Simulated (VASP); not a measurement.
Wanted: the native input for a VASP 6.6.1 run.

- Task: single point
- Functional: PBE
- Potentials or basis: VASP PAW PBE potentials, release 64 (Ta_pv, N)
- Cutoff: 520 eV
- k mesh: 4 × 4 × 4
- Occupations: gaussian, width 0.1 eV
- Spin: collinear spin
- Starting moments: [1.0, 1.0, 1.0, 1.0, 0.0] μB
- Dipole correction: no
- Further INCAR settings: ALGO = Normal; EDIFF = 1e-06; NBANDS = 36

The structure of Ta4N lies in POSCAR:

```
Ta4N
1.0
   -2.7028500000      2.7028500000      2.7028500000
    2.7028500000     -2.7028500000      2.7028500000
    2.7028500000      2.7028500000     -2.7028500000
Ta N
4 1
Direct
    0.0000000000      0.0000000000      0.5000000000
    0.0000000000      0.5000000000      0.0000000000
    0.5000000000      0.0000000000      0.0000000000
    0.5000000000      0.5000000000      0.5000000000
    0.0000000000      0.0000000000      0.0000000000
```

The cell was built from a structure type or drawn by symmetry, and may not be a known phase.

One way to write it, as run:

INCAR

```
PREC     = Accurate       # precision mode
ENCUT    = 520            # plane-wave cutoff, eV
EDIFF    = 1E-6           # SCF threshold, eV
ISMEAR   = 0              # smearing method
SIGMA    = 0.1            # smearing width, eV
LREAL    = False          # projectors in reciprocal space
LASPH    = True           # aspherical terms in the spheres
NELM     = 150            # most SCF steps
ALGO     = Normal         # electronic algorithm
ISIF     = 2              # what is computed and relaxed
LWAVE    = False          # write WAVECAR
LCHARG   = False          # write CHGCAR
ISPIN    = 2              # spin polarisation
MAGMOM   = 1 1 1 1 0      # initial moments
LORBIT   = 11             # projections on sites
LMAXMIX  = 4              # l up to which the mixer works
GGA      = PE             # functional
NBANDS   = 36             # bands
```

KPOINTS

```
regular mesh
0
Gamma
  4 4 4
```

Potentials or basis: VASP PAW PBE potentials, release 64 (Ta_pv, N).

The run is started by

```sh
$ cat potpaw_PBE.64/Ta_pv/POTCAR potpaw_PBE.64/N/POTCAR > POTCAR
$ mpirun -np 1 vasp_std > vasp.out
```

It gave:

```
Pressure                                              : 10.0 GPa
Net moment                                            : 0.00 μB per cell
Valence electrons inside the program's atomic spheres : Ta 9.07; N 3.66
```

Caveat: the k points lie up to 0.41 Å⁻¹ apart.

Run time: 2.3 min on 1 thread of AMD EPYC 7R13 (shared host), peak memory 0.22 GiB.
